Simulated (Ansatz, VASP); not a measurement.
# One calculation of BaTiO3, two programs

INCAR

```
SYSTEM = BaTiO3
PREC = Accurate
ENCUT = 600
EDIFF = 1E-6
ISMEAR = 0
SIGMA = 0.01
LREAL = .False.
LASPH = .True.
NELM = 200
ALGO = Normal
ISIF = 2
LWAVE = .False.
LCHARG = .False.
LMAXMIX = 4
LDAU = .True.
LDAUTYPE = 2
LDAUL = -1 2 -1
LDAUU = 0 6 0
LDAUJ = 0 0 0
LDAUPRINT = 1
GGA = PS
NBANDS = 28
GGA_COMPAT = .False.
```

Contents of KPOINTS:

```
regular mesh
0
Gamma
  6 6 6
  0 0 0
```

POSCAR

```
BaTiO3
1.0
    3.9855000000      0.0000000000      0.0000000000
    0.0000000000      2.8369000000     -2.8451500000
    0.0000000000      2.8369000000      2.8451500000
Ba Ti O
1 1 3
Direct
    0.0000000000      0.0000000000      0.0000000000
    0.5000000000      0.4876000000      0.5124000000
    0.0000000000      0.5126000000      0.4874000000
    0.5000000000      0.0081600000      0.5052400000
    0.5000000000      0.4947600000      0.9918400000
```

Input for Ansatz:

```yaml
crystal:
  lattice:
    a: 3.9855
    b: 5.6738
    c: 5.6903
    alpha: 90.0
    beta: 90.0
    gamma: 90.0
  space_group: 38
  setting:
    hermann_mauguin: Amm2
  atoms:
    - { symbol: Ba, position: [0.0, 0.0, 0.0] }
    - { symbol: Ti, position: [0.5, 0.5, 0.0124] }
    - { symbol: O, position: [0.0, 0.5, 0.9874] }
    - { symbol: O, position: [0.5, 0.2567, 0.24854] }
  reduce_to_primitive: true
kpoints:
  mp_grid:
    grid: [6, 6, 6]
    shift: [0.0, 0.0, 0.0]
hamiltonian:
  xc: pbesol
  hubbard:
    - { species: Ti, l: d, u_eff: 6.0 }
scf:
  occupations:
    method: fixed
output:
  eigenvalues: true
```

Alike in both runs: task single point; functional PBEsol; k mesh 6 × 6 × 6; no spin polarisation; Hubbard terms Ti d U = 6.0 eV.

|  | VASP | Ansatz |
| --- | --- | --- |
| version | VASP 6.6.1 | Ansatz 0.2.0 |
| potentials or method | VASP PAW PBE potentials, release 64 (Ba_sv, Ti_sv, O) | plane waves, PAW |
| plane-wave cutoff (eV) | 600 | 420 |
| occupations | gaussian, width 0.01 eV | fixed |
| valence electrons in the cell | 40 | 40 |

VASP gave:

| Property | Result |
| --- | --- |
| gap on the k mesh at the Fermi level (eV) | 2.52 |

Estimate Ansatz's values.

gap on the k mesh at the Fermi level (eV): 2.58.

VASP's potentials were made for PBE, not for PBEsol. The programs project onto different local orbitals, so the same U acts differently, and such runs can settle in different states.

Neither program's run includes spin-orbit coupling.
